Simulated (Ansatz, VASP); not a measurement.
# One calculation of SiO2, two programs

The input INCAR:

```
PREC = Accurate
ENCUT = 520
EDIFF = 1E-6
ISMEAR = 0
SIGMA = 0.05
LREAL = F
LASPH = T
NELM = 60
ALGO = Normal
ISIF = 2
LWAVE = F
LCHARG = T
GGA = PE
LELF = T
LVHAR = T
NBANDS = 25
```

Contents of KPOINTS:

```
regular mesh
0
Gamma
  6 6 8
```

The input POSCAR:

```
SiO2
1.0
    4.2358788266      0.0000000000      0.0000000000
    0.0000000000      3.9393673087      0.0000000000
    0.0000000000      0.0000000000      2.6897743046
Si O
2 4
Direct
    0.5000000000      0.5000000000      0.5000000000
    0.0000000000      0.0000000000      0.0000000000
    0.7023276386      0.6836979468      0.0000000000
    0.2023276386      0.8163020532      0.5000000000
    0.2976723614      0.3163020532      0.0000000000
    0.7976723614      0.1836979468      0.5000000000
```

Input for Ansatz:

```yaml
crystal:
  lattice:
    - [4.2358788266, 0.0, 0.0]
    - [0.0, 3.9393673087, 0.0]
    - [0.0, 0.0, 2.6897743046]
  atoms:
    - { symbol: Si, position: [0.5, 0.5, 0.5] }
    - { symbol: Si, position: [0.0, 0.0, 0.0] }
    - { symbol: O, position: [0.7023276386, 0.6836979468, 0.0] }
    - { symbol: O, position: [0.2023276386, 0.8163020532, 0.5] }
    - { symbol: O, position: [0.2976723614, 0.3163020532, 0.0] }
    - { symbol: O, position: [0.7976723614, 0.1836979468, 0.5] }
basis:
  ecutwfc: 520.0
kpoints:
  mp_grid: { grid: [6, 6, 8] }
hamiltonian:
  xc: pbe
  pseudopotentials: { kind: paw, azcp: { folder: soft_1 } }
scf:
  occupations: { method: gaussian, width: 0.05 }
output:
  forces: true
  stress: true
  eigenvalues: true
  write_density: true
  write_potential: true
  elf: true
  volumetric_format: npy
```

Change from the starting cell: mode 4 frozen in at +0.056 Å, normal strain along y -0.0700.

Alike in both runs: task single point; functional PBE; k mesh 6 × 6 × 8; occupations gaussian, width 0.05 eV; no spin polarisation.

|  | VASP | Ansatz |
| --- | --- | --- |
| version | VASP 6.6.1 | Ansatz 0.2.0 |
| potentials or method | VASP PAW PBE potentials, release 64 (Si, O), cutoff 520 eV | scalar-relativistic, plane waves, PAW |
| valence electrons in the cell | 32 | 32 |

```tsv
	VASP	Ansatz	Ansatz less VASP
gap on the k mesh at the Fermi level (eV)	6.01	6.02	+0.016
least direct gap on the mesh (eV)	6.01	6.02	+0.016
pressure (GPa)	23.6	23.3	-0.29
traceless stress, the component that is largest in VASP (GPa)	18.18	18.42	+0.242
rms of the force components (eV/Å)	0.284	0.279	-0.0052
```

Atom by atom the forces differ by 0.006 eV/Å (rms over components). With one functional, cell and mesh, what is left measures potentials, basis and numerics.
